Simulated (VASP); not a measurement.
# SnSb2C3 (P6/mmm) in VASP: further runs, part 2 of 2

VASP 6.6.1. The steps go on from the part before.

### 6 Relaxation of cell and atoms, PBE

This run uses another cell than the first one, of 19.46 Å³/atom.

The input, INCAR:

```
PREC     = Accurate       # precision mode
ENCUT    = 600            # plane-wave cutoff, eV
EDIFF    = 1E-6           # SCF threshold, eV
ISMEAR   = 0              # smearing method
SIGMA    = 0.1            # smearing width, eV
LREAL    = False          # projectors in reciprocal space
LASPH    = True           # aspherical terms in the spheres
NELM     = 60             # most SCF steps
ALGO     = Normal         # electronic algorithm
ISIF     = 3              # what is computed and relaxed
LWAVE    = False          # write WAVECAR
LCHARG   = False          # write CHGCAR
GGA      = PE             # functional
IBRION   = 2              # ionic algorithm
NSW      = 90             # ionic steps
EDIFFG   = -0.04          # ionic threshold
```

The input, KPOINTS:

```
regular mesh
0
Gamma
  3 3 6
```

The input, POSCAR:

```
SnSb2C3
1.0
    6.0711736800      0.0000000000      0.0000000000
   -3.0355868400      5.2577906400      0.0000000000
    0.0000000000      0.0000000000      3.6574633500
Sn Sb C
1 2 3
Direct
    0.0000000000      0.0000000000      0.0000000000
    0.3333333300      0.6666666700      0.0000000000
    0.6666666700      0.3333333300      0.0000000000
    0.5000000000      0.0000000000      0.5000000000
    0.5000000000      0.5000000000      0.5000000000
    0.0000000000      0.5000000000      0.5000000000
```

Potentials or basis: VASP PAW PBE potentials, release 64 (Sn_d, Sb, C).

Command:

```sh
$ cat potpaw_PBE.64/Sn_d/POTCAR potpaw_PBE.64/Sb/POTCAR potpaw_PBE.64/C/POTCAR > POTCAR
$ mpirun -np 1 vasp_std > vasp.out
```

Run time: 3 min. Hardware: 1 thread of Oxide Virtual Turin-like, shared host; peak memory 0.26 GiB.

Results (log left out):

| Item | Value |
| --- | --- |
| Free energy | -28.0386 eV |
| Relaxed volume | 16.43 Å³/atom |
| Relaxed cell | a = 5.967 Å, b = 5.967 Å, c = 3.197 Å, α = 90.00°, β = 90.00°, γ = 120.00° |
| Space group after relaxing (to 0.1 Å) | P6/mmm (No. 191) |
| Energy gained by relaxing | 234.9 meV/atom |
| Ionic steps | 6 |
| Pressure after relaxing | 0.1 GPa |
| Band gap on the k mesh | zero (bands 18 and 19 overlap by 1.74 eV) |

Stress tensor (GPa, compression positive):
```
0.08 0.00 0.00
0.00 0.08 0.00
0.00 0.00 0.28
```

Step by step:
| step | energy change (eV) | largest force (eV/Å) | pressure (GPa) | volume (Å³) |
| --- | --- | --- | --- | --- |
| 1 | 0.0000 | 0.0000 | -10.48 | 116.75 |
| 2 | -1.3926 | 0.0000 | 1.94 | 96.11 |
| 3 | -1.4004 | 0.0000 | 1.55 | 96.95 |
| 4 | -1.4038 | 0.0000 | 0.54 | 98.01 |
| 5 | -1.4038 | 0.0000 | 0.92 | 97.64 |
| 6 | -1.4094 | 0.0000 | 0.14 | 98.59 |

Final structure:
```
CELL_PARAMETERS angstrom
5.96714 0.00000 0.00000
-2.98357 5.16770 0.00000
0.00000 0.00000 3.19722
ATOMIC_POSITIONS crystal
Sn 0.00000 0.00000 0.00000
Sb 0.33333 0.66667 0.00000
Sb 0.66667 0.33333 0.00000
C 0.50000 0.00000 0.50000
C 0.50000 0.50000 0.50000
C 0.00000 0.50000 0.50000
```

Levels at points of the mesh, in eV from the Fermi level:
```tsv
k point	band 16	band 17	band 18	band 19	band 20	band 21
(0.00, 0.00, 0.00)	-0.80	-0.03	-0.03	0.56	2.81	2.81
(0.00, 0.00, 0.50)	-2.36	-2.08	-1.42	-1.42	0.67	0.67
```

Caveat: the k points lie up to 0.41 Å⁻¹ apart in the final cell, too coarse for converged energies and pressures of a metal; the volume moved by over 15 % at a fixed basis, so the end points are rough; spin-orbit coupling is left out, which moves the levels of the heavy elements.

### 7 Relaxation of cell and atoms, PBE

This run uses another cell than the first one, of 16.49 Å³/atom.

The input, INCAR:

```
ALGO = Fast ; EDIFF = 1E-6
EDIFFG = -0.01 ; ENCUT = 600
GGA = PE ; IBRION = 2
ISIF = 3 ; ISMEAR = 0
LASPH = True ; LCHARG = False
LREAL = False ; LWAVE = False
NELM = 80 ; NSW = 100
PREC = Accurate ; SIGMA = 0.1
```

The input, KPOINTS:

```
k-points
0
Gamma
  6 6 12
```

The input, POSCAR:

```
SnSb2C3
1.0
    5.9733881807      0.0000000000      0.0000000000
   -2.9866940903      5.1731059111      0.0000000000
    0.0000000000      0.0000000000      3.2027635785
Sn Sb C
1 2 3
Direct
    0.0000000000      0.0000000000      0.0000000000
    0.3333333333      0.6666666667      0.0000000000
    0.6666666667      0.3333333333      0.0000000000
    0.5000000000      0.0000000000      0.5000000000
    0.5000000000      0.5000000000      0.5000000000
    0.0000000000      0.5000000000      0.5000000000
```

Potentials or basis: VASP PAW PBE potentials, release 64 (Sn_d, Sb, C).

Command:

```sh
$ cat potpaw_PBE.64/Sn_d/POTCAR potpaw_PBE.64/Sb/POTCAR potpaw_PBE.64/C/POTCAR > POTCAR
$ mpirun -np 1 vasp_std > vasp.out
```

OUTCAR:

```text
EDIFF = 1E-6
   EDIFFG = -0.01
   ENCUT = 600
   GGA = PE
   IBRION = 2
   ISIF = 3
   ISMEAR = 0
   LASPH = True
   LREAL = False
   NELM = 80
   NSW = 100
   PREC = Accurate

 ion  position               nearest neighbor table
   1  0.000  0.000  0.000-   2 3.45   3 3.45   2 3.45   3 3.45   3 3.45   2 3.45
   2  0.333  0.667  0.000-   4 2.35   4 2.35   6 2.35   6 2.35   5 2.35   5 2.35   3 3.45   1 3.45
                             3 3.45   1 3.45   1 3.45   3 3.45
   3  0.667  0.333  0.000-   4 2.35   4 2.35   6 2.35   6 2.35   5 2.35   5 2.35   2 3.45   1 3.45
                             2 3.45   1 3.45   1 3.45   2 3.45
   4  0.500  0.000  0.500-   2 2.35   3 2.35   2 2.35   3 2.35
   5  0.500  0.500  0.500-   2 2.35   3 2.35   2 2.35   3 2.35
   6  0.000  0.500  0.500-   2 2.35   3 2.35   2 2.35   3 2.35

  LATTYP: Found a hexagonal cell.
 ALAT       =     5.9733881807
 C/A-ratio  =     0.5361720152

  Lattice vectors:

 A1 = (   5.9733881807,   0.0000000000,   0.0000000000)
 A2 = (  -2.9866940903,   5.1731059111,   0.0000000000)
 A3 = (   0.0000000000,   0.0000000000,   3.2027635785)

Analysis of symmetry for initial positions (statically):
=====================================================================
 Subroutine PRICEL returns:
 Original cell was already a primitive cell.

 Routine SETGRP: Setting up the symmetry group for a
 hexagonal supercell.

 Subroutine GETGRP returns: Found 24 space group operations
 (whereof 24 operations were pure point group operations)
 out of a pool of 24 trial point group operations.

The static configuration has the point symmetry D_6h.

Analysis of symmetry for dynamics (positions and initial velocities):
=====================================================================
 Subroutine PRICEL returns:
 Original cell was already a primitive cell.

 Routine SETGRP: Setting up the symmetry group for a
 hexagonal supercell.

[... 139 lines left out ...]
   AEXX    =    0.0000 exact exchange contribution
   IVDW    =     0    specifies the selected vdW correction
   LEPSILON=     F    determine dielectric tensor
   LRPA    =     F    only Hartree local field effects (RPA)
 conjugate gradient relaxation of ions
 non-spin polarized calculation
 RMM-DIIS sequential band-by-band and
 Gauss-broadening in eV      SIGMA  =   0.10
  energy-cutoff  :      600.00
  volume of cell :       98.97
 maximum number of plane-waves:      3343
 NGX is ok and might be reduce to    48
   NGX = 23   NGY = 23   NGZ = 13

--------------------------------------- Ionic step        1  -------------------------------------------

 number of electron      36.0000005 magnetization

 Free energy of the ion-electron system (eV)
  ---------------------------------------------------
  ext. energy  EPLUGINS =         0.00000000
  ---------------------------------------------------
  free energy    TOTEN  =       -28.03853467 eV

  energy without entropy =      -28.02148580  energy(sigma->0) =      -28.03001023

------------------------ aborting loop because EDIFF is reached ----------------------------------------

  FORCE on cell =-STRESS in cart. coord.  units (eV):
  Direction    XX          YY          ZZ          XY          YZ          ZX
  --------------------------------------------------------------------------------------
  -------------------------------------------------------------------------------------
  Total        1.0685079      1.0685079     -3.1619381      0.0000000      0.0000000      0.0000000
  in kB       17.2978178     17.2978178    -51.1878580      0.0000000      0.0000000      0.0000000
  external PRESSURE =      -5.5307408 kB  Pullay stress =       0.0000000 kB
[... 147 lines left out ...]
--------------------------------------- Ionic step        5  -------------------------------------------

 number of electron      36.0000001 magnetization

 Free energy of the ion-electron system (eV)
  ---------------------------------------------------
  ext. energy  EPLUGINS =         0.00000000
  ---------------------------------------------------
  free energy    TOTEN  =       -28.08465563 eV

  energy without entropy =      -28.07175507  energy(sigma->0) =      -28.07820535

 E-fermi :   8.2961     XC(G=0): -10.8625

 val. band max:        8.2706050306   @ k =   0.3333   0.0000   0.5000
 cond. band min:       8.3250939713   @ k =   0.3333   0.0000   0.5000
 fundamental gap:      0.0544889406
 Fermi energy:         8.2960540402

 k-point     1 :       0.0000    0.0000    0.0000
  band No.  band energies     occupation
      1     -13.6577      2.00000
      2     -13.5591      2.00000
      3     -13.5591      2.00000
      4     -13.4588      2.00000
      5     -13.4588      2.00000
      6      -6.7666      2.00000
[... 589 lines left out ...]
     21      10.4787      0.00000
     22      10.6030      0.00000

 [... further k-points ...]

------------------------ aborting loop because EDIFF is reached ----------------------------------------

  FORCE on cell =-STRESS in cart. coord.  units (eV):
  Direction    XX          YY          ZZ          XY          YZ          ZX
  --------------------------------------------------------------------------------------
  -------------------------------------------------------------------------------------
  Total       -0.0456325     -0.0456325     -0.0581535     -0.0000000     -0.0000000     -0.0000000
  in kB       -0.7411990     -0.7411990     -0.9445761     -0.0000000     -0.0000000     -0.0000000
  external PRESSURE =      -0.8089914 kB  Pullay stress =       0.0000000 kB
[... 21 lines left out ...]
  FREE ENERGIE OF THE ION-ELECTRON SYSTEM (eV)
  ---------------------------------------------------
  free  energy   TOTEN  =       -28.0846556270 eV

  energy  without entropy=      -28.0717550715  energy(sigma->0) =      -28.07820535

 reached required accuracy - stopping structural energy minimisation
```

OSZICAR:

```text
N       E                     dE             d eps       ncg     rms          rms(c)
DAV:   1     0.322947719237E+03    0.32295E+03   -0.17070E+04  2162   0.194E+03
DAV:   2     0.123336090798E+02   -0.31061E+03   -0.30402E+03  2342   0.467E+02
[... 43 lines left out ...]
DAV:   1    -0.280871039990E+02   -0.26613E-02   -0.63750E-02  2874   0.282E+00    0.279E-01
RMM:   2    -0.280851410306E+02    0.19630E-02   -0.33572E-03  2371   0.594E-01    0.126E-01
RMM:   3    -0.280846650268E+02    0.47600E-03   -0.18096E-03  2301   0.415E-01    0.192E-02
RMM:   4    -0.280846554376E+02    0.95892E-05   -0.24679E-04  2747   0.113E-01    0.103E-02
RMM:   5    -0.280846564101E+02   -0.97247E-06   -0.33938E-05  2822   0.489E-02    0.849E-03
RMM:   6    -0.280846559143E+02    0.49577E-06   -0.10340E-05  1862   0.333E-02    0.489E-03
RMM:   7    -0.280846556270E+02    0.28734E-06   -0.50785E-06  1608   0.218E-02
   5 F= -.28084656E+02 E0= -.28078205E+02  d E =-.212954E-03
```

It took 8.1 min on 1 thread of Oxide Virtual Turin-like, shared host; peak memory 0.32 GiB.

Results:

```
Free energy                           : -28.0847 eV
Relaxed volume                        : 16.44 Å³/atom
Relaxed cell                          : a = 6.024 Å, b = 6.024 Å, c = 3.138 Å, α = 90.00°, β = 90.00°, γ = 120.00°
Space group after relaxing (to 0.1 Å) : P6/mmm (No. 191)
Energy gained by relaxing             : 7.7 meV/atom
Ionic steps                           : 5
Pressure after relaxing               : -0.1 GPa
Band gap on the k mesh                : zero (bands 18 and 19 overlap by 1.69 eV)
```

Step by step:
| step | energy change (eV) | largest force (eV/Å) | pressure (GPa) | volume (Å³) |
| --- | --- | --- | --- | --- |
| 1 | 0.0000 | 0.0000 | -0.55 | 98.97 |
| 2 | -0.0436 | 0.0000 | 0.50 | 98.12 |
| 3 | -0.0459 | 0.0000 | 0.28 | 98.26 |
| 4 | -0.0459 | 0.0000 | 0.26 | 98.27 |
| 5 | -0.0461 | 0.0000 | -0.08 | 98.64 |

Final structure:
```
Sn Sb C
1.0
     6.02440    0.00000    0.00000
    -3.01220    5.21729    0.00000
     0.00000    0.00000    3.13828
Sn Sb C
1 2 3
Direct
  0.00000 0.00000 0.00000
  0.33333 0.66667 0.00000
  0.66667 0.33333 0.00000
  0.50000 0.00000 0.50000
  0.50000 0.50000 0.50000
  0.00000 0.50000 0.50000
```

Caveat: spin-orbit coupling is left out, which moves the levels of the heavy elements.

### 8 The runs side by side

| task | cell | k mesh | cutoff (eV) | gap on the mesh (eV) | pressure (GPa) | relaxed volume (Å³/atom) |
| --- | --- | --- | --- | --- | --- | --- |
| single point | a = 6.025, b = 6.025, c = 3.139 Å, angles 90.0, 90.0, 120.0°, 6 atoms | 6 × 6 × 12 | 520 | none | -0.1 | - |
| relaxation of cell and atoms | relaxed from a = 5.973, b = 5.973, c = 3.203 Å, angles 90.0, 90.0, 120.0°, 6 atoms | 6 × 6 × 12 | 600 | none | -0.1 | 16.44 |
| single point | a = 5.973, b = 5.973, c = 3.203 Å, angles 90.0, 90.0, 120.0°, 6 atoms | 3 × 3 × 6 | 520 | none | -0.2 | - |
| relaxation of cell and atoms | relaxed from a = 6.071, b = 6.071, c = 3.657 Å, angles 90.0, 90.0, 120.0°, 6 atoms | 3 × 3 × 6 | 600 | none | 0.1 | 16.43 |

Alike in all rows: level PBE; potentials or basis VASP PAW PBE potentials, release 64 (Sn_d, Sb, C); no spin polarisation; smearing gaussian 0.1 eV.

Caveats: some runs use coarse meshes; spin-orbit coupling is left out, which moves the levels of the heavy elements; the volume moved by over 15 % at a fixed basis, so the end points are rough (at least some runs).

Total energies depend on the potentials used, so only differences within one code and one set of settings carry meaning.

The gap in the log of VASP goes by the Fermi energy; the results here count the filled bands.